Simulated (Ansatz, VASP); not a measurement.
**Two plane-wave programs on MoS2**

```
Mo S
1.0
     1.58550    0.91539    6.11500
    -1.58550    0.91539    6.11500
     0.00000   -1.83078    6.11500
Mo S
1 2
Direct
  0.00000 0.00000 0.00000
  0.75000 0.75000 0.75000
  0.25000 0.25000 0.25000
```

Alike in both runs: task single point; functional PBEsol; dispersion D4; k mesh 11 × 11 × 11; occupations methfessel-paxton of order 1, width 0.5 eV; no spin polarisation.

```csv
,VASP,Ansatz
version,VASP 6.6.1,Ansatz 0.2.0
potentials or method,"VASP PAW PBE potentials, release 64 (Mo_sv, S), cutoff 520 eV","plane waves, PAW"
valence electrons in the cell,26,26
```

|  | VASP | Ansatz | Ansatz less VASP |
| --- | --- | --- | --- |
| pressure (GPa) | 0.7 | 0.7 | -0.01 |
| traceless stress, the component that is largest in VASP (GPa) | 3.28 | 3.28 | -0.005 |

VASP's potentials were made for PBE, not for PBEsol.
